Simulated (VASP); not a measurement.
Here is a VASP 6.6.1 calculation.

Contents of INCAR:

```
PREC = Accurate
ENCUT = 520
EDIFF = 1E-6
ISMEAR = -1
SIGMA = 0.1
LREAL = False
LASPH = True
NELM = 80
ALGO = Normal
ISIF = 2
LWAVE = False
LCHARG = False
GGA = B5
ALDAX = 1.0
AGGAX = 1.0
AGGAC = 1.0
ALDAC = 0.0
NBANDS = 10
```

The input KPOINTS:

```
regular mesh
0
Gamma
  16 16 16
```

Contents of POSCAR:

```
Os
1.0
   -1.6304879031      1.6304879031      1.6304879031
    1.6304879031     -1.6304879031      1.6304879031
    1.6304879031      1.6304879031     -1.6304879031
Os
1
Direct
    0.0000000000      0.0000000000      0.0000000000
```

Potentials or basis: VASP PAW PBE potentials, release 64 (Os).

Launch:

```sh
$ cat potpaw_PBE.64/Os/POTCAR > POTCAR
$ mpirun -np 1 vasp_std > vasp.out
```

(1) What does it give for the band gap on the k mesh?

(2) What does it give for the pressure?

Answers

(1) zero (band 4 reaches 9.08 eV, above the bottom of band 5 at 5.83 eV).

(2) -24.4 GPa.

Caveat: the PAW data sets were made with another functional, which shifts forces and pressure a little; spin-orbit coupling is left out, which moves the levels of the heavy elements.
